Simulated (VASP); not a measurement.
# Si (Imma) in VASP: a series of runs

Si is run at these levels: LDA; tasks: electric field gradients.

Everything below comes from runs of VASP 6.6.1. Logs are shortened: lines on timing, memory, paths and dates and some standing lists are left out, and cuts for length are marked.

## 1. The cell of the first run

It takes space group Imma (No. 74, orthorhombic). Conventional cell: a = 4.590 Å, b = 4.830 Å, c = 2.600 Å, α = 90.00°, β = 90.00°, γ = 90.00°. Si (site symmetry mm2) has 8 Si at 2.43 to 2.80 Å within 3.2 Å.

## 2. Electric field gradients, LDA (volume scaled by 1.06)

File INCAR:

```
PREC = Accurate ; ENCUT = 520
EDIFF = 1E-8 ; ISMEAR = -1
SIGMA = 0.05 ; LREAL = F
LASPH = T ; NELM = 80
ALGO = Normal ; ISIF = 2
LWAVE = F ; LCHARG = F
LEFG = T ; NBANDS = 11
```

File KPOINTS:

```
Automatic mesh
0
Gamma
  16 16 16
```

File POSCAR:

```
Si
1.0
   -2.2951484633      2.4149529699      1.3000063486
    2.2951484633     -2.4149529699      1.3000063486
    2.2951484633      2.4149529699     -1.3000063486
Si
2
Direct
    0.8070000000      0.5570000000      0.2500000000
    0.1930000000      0.4430000000      0.7500000000
```

Potentials or basis: VASP PAW LDA potentials, release 64 (Si).

Launch:

```bash
cat potpaw_LDA.64/Si/POTCAR > POTCAR
mpirun -np 1 vasp_std > vasp.out
```

OUTCAR:

```text
PREC = Accurate
   ENCUT = 520
   EDIFF = 1E-8
   ISMEAR = -1
   LREAL = F
   LASPH = T
   NELM = 80
   ISIF = 2

 ion  position               nearest neighbor table
   1  0.807  0.557  0.250-   2 2.43   2 2.43   2 2.50   2 2.50   2 2.80   2 2.80
   2  0.193  0.443  0.750-   1 2.43   1 2.43   1 2.50   1 2.50   1 2.80   1 2.80

  LATTYP: Found a body centered orthorhombic cell.
 ALAT       =     2.6000126972
 B/A-ratio  =     1.7654901961
 C/A-ratio  =     1.8576470588

  Lattice vectors:

 A1 = (   2.2951484633,  -2.4149529699,   1.3000063486)
 A2 = (  -2.2951484633,  -2.4149529699,  -1.3000063486)
 A3 = (   2.2951484633,   2.4149529699,  -1.3000063486)

Analysis of symmetry for initial positions (statically):
=====================================================================
 Subroutine PRICEL returns:
 Original cell was already a primitive cell.

 Routine SETGRP: Setting up the symmetry group for a
 body centered orthorhombic supercell.

 Subroutine GETGRP returns: Found  8 space group operations
 (whereof  4 operations were pure point group operations)
 out of a pool of  8 trial point group operations.

The static configuration has the point symmetry C_2h.
 The point group associated with its full space group is D_2h.

Analysis of symmetry for dynamics (positions and initial velocities):
=====================================================================
 Subroutine PRICEL returns:
 Original cell was already a primitive cell.

 Routine SETGRP: Setting up the symmetry group for a
 body centered orthorhombic supercell.

 Subroutine GETGRP returns: Found  8 space group operations
 (whereof  4 operations were pure point group operations)
 out of a pool of  8 trial point group operations.

The dynamic configuration has the point symmetry C_2h.
 The point group associated with its full space group is D_2h.

 Subroutine INISYM returns: Found  8 space group operations
 (whereof  4 operations are pure point group operations),
 and found     1 'primitive' translations

----------------------------------------------------------------------------------------

                                     Primitive cell

  volume of cell :      28.8221

  direct lattice vectors                    reciprocal lattice vectors
    -2.295148463  2.414952970  1.300006349     0.000000000  0.207043369  0.384613506
     2.295148463 -2.414952970  1.300006349     0.217850831  0.000000000  0.384613506
     2.295148463  2.414952970 -1.300006349     0.217850831  0.207043369  0.000000000

  length of vectors
     3.576271917  3.576271917  3.576271917     0.436800305  0.442025490  0.300542745

  position of ions in fractional coordinates (direct lattice)
     0.807000000  0.557000000  0.250000000
     0.193000000  0.443000000  0.750000000

  ion indices of the primitive-cell ions
   primitive index   ion index
                 1           1
                 2           2

----------------------------------------------------------------------------------------

 KPOINTS: Automatic mesh

Automatic generation of k-mesh.
 Grid dimensions read from file:
 generate k-points for:   16   16   16

 Generating k-lattice:

  Cartesian coordinates                     Fractional coordinates (reciprocal lattice)
     0.000000000  0.012940211  0.024038344     0.062500000  0.000000000  0.000000000
     0.013615677  0.000000000  0.024038344     0.000000000  0.062500000  0.000000000
     0.013615677  0.012940211  0.000000000     0.000000000  0.000000000  0.062500000

  Length of vectors
     0.027300019  0.027626593  0.018783922

  Shift w.r.t. Gamma in fractional coordinates (k-lattice)
     0.000000000  0.000000000  0.000000000

 Subroutine IBZKPT returns following result:
 ===========================================

 Found    621 irreducible k-points:

 Following reciprocal coordinates:
            Coordinates               Weight
  0.000000  0.000000  0.000000      1.000000
  0.062500  0.000000 -0.000000      4.000000
  0.125000  0.000000 -0.000000      4.000000
  0.187500  0.000000 -0.000000      4.000000
  0.250000  0.000000 -0.000000      4.000000
  0.312500  0.000000  0.000000      4.000000
[... 16 lines left out ...]
 -0.187500  0.062500  0.000000      8.000000
 -0.125000  0.062500  0.000000      8.000000
 [... further k-points ...]
   k-points           NKPTS =    621   k-points in BZ     NKDIM =    621   number of bands    NBANDS=     11
   number of dos      NEDOS =    301   number of ions     NIONS =      2
   total plane-waves  NPLWV =  21952
   dimension x,y,z NGX =    28 NGY =   28 NGZ =   28
   dimension x,y,z NGXF=    56 NGYF=   56 NGZF=   56
   ions per type =               2
   NGX,Y,Z   is equivalent  to a cutoff of  13.02, 13.02, 13.02 a.u.
   NGXF,Y,Z  is equivalent  to a cutoff of  26.03, 26.03, 26.03 a.u.
 SYSTEM =  unknown system
   PREC   = accura    normal or accurate (medium, high low for compatibility)
   ISTART =      0    job   : 0-new  1-cont  2-samecut
   ICHARG =      2    charge: 1-file 2-atom 10-const
   ISPIN  =      1    spin polarized calculation?
   LNONCOLLINEAR =      F non collinear calculations
   LSORBIT =      F    spin-orbit coupling
   LASPH  =      T    aspherical Exc in radial PAW
   ENCUT  =  520.0 eV  38.22 Ry    6.18 a.u.   6.65  6.65  6.65*2*pi/ulx,y,z
   NELM   =     80;   NELMIN=  2; NELMDL= -5     # of ELM steps
   EDIFF  = 0.1E-07   stopping-criterion for ELM
   LREAL  =      F    real-space projection
   EDIFFG = 0.1E-06   stopping-criterion for IOM
   NSW    =      0    number of steps for IOM
   IBRION =     -1    ionic relax: 0-MD 1-quasi-New 2-CG
   NFREE  =      0    steps in history (QN), initial steepest desc. (CG)
   ISIF   =      2    stress and relaxation
   ISYM   =      2    0-nonsym 1-usesym 2-fastsym
   POTIM  = 0.5000    time-step for ionic-motion
   TEBEG  =    0.0;   TEEND  =   0.0 temperature during run
   PSTRESS=    0.0 pullay stress
   NELECT =       8.0000    total number of electrons
   NUPDOWN=      -1.0000    fix difference up-down
   EMIN   =  10.00;   EMAX   =-10.00  energy-range for DOS
   EFERMI =   0.00;   METHOD = LEGACY
   ISMEAR =    -1;   SIGMA  =   0.05  broadening in eV -4-tet -1-fermi 0-gaus
   EFERMI_NEDOS =   21; number of points for ismear=-14 and -15
   IALGO  =     38    algorithm
   IMIX   =      4    mixing-type and parameters
     AMIX     =   0.40;   BMIX     =  1.00
     AMIX_MAG =   1.60;   BMIX_MAG =  1.00
  volume/ion in A,a.u.               =      14.41        97.25
  Fermi-wavevector in a.u.,A,eV,Ry     =   1.067898  2.018035 15.516173  1.140407
  Thomas-Fermi vector in A             =   2.203529
   LORBIT       =      0    0 simple, 1 ext, 2 COOP (PROOUT), +10 PAW based schemes
   GGA     = CA    functional components
   LHFCALC =     F    Hartree Fock is set to
   AEXX    =    0.0000 exact exchange contribution
   IVDW    =     0    specifies the selected vdW correction
   LEPSILON=     F    determine dielectric tensor
   LRPA    =     F    only Hartree local field effects (RPA)
 non-spin polarized calculation
  energy-cutoff  :      520.00
  volume of cell :       28.82
 maximum number of plane-waves:       789
   NGX = 13   NGY = 13   NGZ = 13

 number of electron       8.0000000 magnetization

 Free energy of the ion-electron system (eV)
  ---------------------------------------------------
  ext. energy  EPLUGINS =         0.00000000
  ---------------------------------------------------
  free energy    TOTEN  =       -11.48503545 eV

  energy without entropy =      -11.47889673  energy(sigma->0) =      -11.48196609

 E-fermi :   9.8555     XC(G=0): -11.2172

 val. band max:        9.8470437919   @ k =   0.0000   0.3750  -0.0000
 cond. band min:       9.8588349698   @ k =  -0.4375  -0.3750   0.1875
 fundamental gap:      0.0117911779
 Fermi energy:         9.8554845267

 k-point     1 :       0.0000    0.0000    0.0000
  band No.  band energies     occupation
      1      -4.3512      2.00000
      2       7.0550      2.00000
      3       7.5113      2.00000
      4       7.9691      2.00000
      5      11.2558      0.00000
      6      17.5444      0.00000
      7      18.4714      0.00000
      8      19.3316      0.00000
      9      19.7493      0.00000
     10      19.8671      0.00000
     11      21.5861      0.00000
[... 309 lines left out ...]
 k-point    24 :      -0.1250    0.0625    0.0000
  band No.  band energies     occupation
      1      -4.1455      2.00000
      2       5.8915      2.00000
      3       7.2413      2.00000
      4       9.2370      1.99999
      5      12.1300      0.00000
      6      15.6622      0.00000
      7      17.5943      0.00000
      8      18.7220      0.00000
      9      19.2621      0.00000
     10      20.5437      0.00000
     11      21.9589      0.00000

 [... further k-points ...]
[... 5 lines left out ...]
  --------------------------------------------------------------------------------------
  -------------------------------------------------------------------------------------
  Total        0.3546614      0.5662911      0.4197080      0.0000000      0.0000000      0.0000000
  in kB       19.7151263     31.4793224     23.3309786      0.0000000      0.0000000      0.0000000
  external PRESSURE =      24.8418091 kB  Pullay stress =       0.0000000 kB

 VOLUME and BASIS-vectors are now :
 -----------------------------------------------------------------------------
  energy-cutoff  :      520.00
  volume of cell :       28.82
      direct lattice vectors                 reciprocal lattice vectors
    -2.295148463  2.414952970  1.300006349     0.000000000  0.207043369  0.384613506
     2.295148463 -2.414952970  1.300006349     0.217850831  0.000000000  0.384613506
     2.295148463  2.414952970 -1.300006349     0.217850831  0.207043369  0.000000000

 POSITION                                       TOTAL-FORCE (eV/Angst)
 -----------------------------------------------------------------------------------
      0.00000      1.20748      1.44821         0.000000      0.000000      0.061334
      2.29515      1.20748     -0.14820        -0.000000     -0.000000     -0.061334
 -----------------------------------------------------------------------------------
    total drift:                                0.000000     -0.000000     -0.000000

  FREE ENERGIE OF THE ION-ELECTRON SYSTEM (eV)
  ---------------------------------------------------
  free  energy   TOTEN  =       -11.4850354495 eV

  energy  without entropy=      -11.4788967338  energy(sigma->0) =      -11.48196609

 Electric field gradients (V/A^2)
---------------------------------------------------------------------
 ion       V_xx      V_yy      V_zz      V_xy      V_xz      V_yz
---------------------------------------------------------------------
   1       9.231   -25.052    15.821    -0.000    -0.000    -0.000
   2       9.231   -25.052    15.821    -0.000    -0.000    -0.000
---------------------------------------------------------------------

 Electric field gradients after diagonalization (V/A^2)
 (convention: |V_zz| > |V_xx| > |V_yy|)
----------------------------------------------------------------------
 ion       V_xx      V_yy      V_zz     asymmetry (V_yy - V_xx)/ V_zz
----------------------------------------------------------------------
   1      15.821     9.231   -25.052       0.263
   2      15.821     9.231   -25.052       0.263
----------------------------------------------------------------------

           NMR quadrupolar parameters

 Cq : quadrupolar parameter    Cq=e*Q*V_zz/h
 eta: asymmetry parameters     (V_yy - V_xx)/ V_zz
 Q  : nuclear electric quadrupole moment in mb (millibarn)
----------------------------------------------------------------------
 ion       Cq(MHz)       eta       Q (mb)
----------------------------------------------------------------------
   1      -0.061       0.263       1.000
   2      -0.061       0.263       1.000
----------------------------------------------------------------------
```

Wall time 4.9 min (1 thread of Intel Xeon 6975P-C, shared host); peak memory 0.26 GiB.

Results:

- Free energy: -11.4850 eV
- Pressure: 2.5 GPa
- Largest force: 0.061 eV/Å
- Band gap on the k mesh: zero (band 4 reaches 12.72 eV, above the bottom of band 5 at 5.71 eV)

Forces in eV/Å, atoms in the order of the input:
```
Si   0.000  0.000  0.061
Si   0.000  0.000 -0.061
```

Stress tensor (GPa, compression positive):
```
1.97 0.00 0.00
0.00 3.15 0.00
0.00 0.00 2.33
```

Levels at points of the mesh, in eV from the Fermi level:
| k point | band 1 | band 2 | band 3 | band 4 | band 5 | band 6 | band 7 | band 8 | band 9 |
| --- | --- | --- | --- | --- | --- | --- | --- | --- | --- |
| (0.00, 0.00, 0.00) | -14.21 | -2.80 | -2.34 | -1.89 | 1.40 | 7.69 | 8.62 | 9.48 | 9.89 |
| (0.50, 0.00, 0.00) | -7.69 | -7.29 | -1.74 | -1.37 | -1.22 | 0.25 | 4.56 | 4.99 | 9.76 |
| (0.00, 0.50, 0.00) | -7.69 | -6.89 | -2.66 | -2.08 | -1.62 | 1.37 | 4.89 | 6.20 | 8.91 |
| (0.50, 0.50, 0.00) | -11.00 | -11.00 | 0.20 | 0.20 | 2.81 | 2.81 | 8.23 | 8.23 | 10.17 |
| (0.50, 0.50, 0.50) | -8.95 | -7.98 | -7.22 | -6.95 | 5.46 | 6.46 | 13.24 | 13.74 | 13.98 |

Electric field gradients, principal values (V/Å²):
```
atom  least  middle  greatest (by size)
1 Si  9.231  15.821             -25.052
2 Si  9.231  15.821             -25.052
```

Caveat: without QUAD_EFG the Cq values of the log hold for a quadrupole moment of 1 mb, not for the nuclei.

(Continued in part 2 of 3.)
